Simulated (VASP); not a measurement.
Set up this calculation in VASP 6.6.1, as the native input.

```yaml
Task: single point
Functional: PBE
Potentials_or_basis: VASP PAW PBE potentials, release 64 (Br)
Cutoff: 520 eV
k_mesh: 7 × 7 × 3
Occupations: gaussian, width 0.026 eV
Spin: no spin polarisation
Dipole_correction: no
Further_INCAR_settings: ALGO = Normal; EDIFF = 1e-06; NBANDS = 22
```

The structure of Br lies in POSCAR:

```
Br
1.0
    3.3632500000     -2.3225500000      0.0000000000
    3.3632500000      2.3225500000      0.0000000000
    0.0000000000      0.0000000000      8.7023000000
Br
4
Direct
    0.3651000000      0.6349000000      0.3901000000
    0.1349000000      0.8651000000      0.8901000000
    0.6349000000      0.3651000000      0.6099000000
    0.8651000000      0.1349000000      0.1099000000
```

These files were run (other wordings do the same):

INCAR

```
SYSTEM = Br
PREC = Accurate ; ENCUT = 520
EDIFF = 1E-6 ; ISMEAR = 0
SIGMA = 0.026000000000000002 ; LREAL = .False.
LASPH = .True. ; NELM = 80
ALGO = Normal ; ISIF = 2
LWAVE = .False. ; LCHARG = .True.
GGA = PE ; LELF = .True.
LVHAR = .True. ; NBANDS = 22
```

KPOINTS

```
regular mesh
0
Gamma
  7 7 3
  0 0 0
```

Potentials or basis: VASP PAW PBE potentials, release 64 (Br).

Launch:

```sh
$ cat potpaw_PBE.64/Br/POTCAR > POTCAR
$ mpirun -np 1 vasp_std > vasp.out
```

Results of the run:

- Pressure: 1.9 GPa
- Largest force: 0.882 eV/Å
- Band gap on the k mesh: 1.90 eV (least direct gap 1.92 eV)

Caveat: this functional lacks dispersion, which holds the molecules together, so the pressure and a relaxed volume are unreliable; an odd mesh through Γ misses points on the zone boundary, where band edges can lie.

It took 38 s on 1 thread of Intel(R) Xeon(R) 6975P-C (Granite Rapids), with other jobs on the host, peak memory 0.26 GiB.
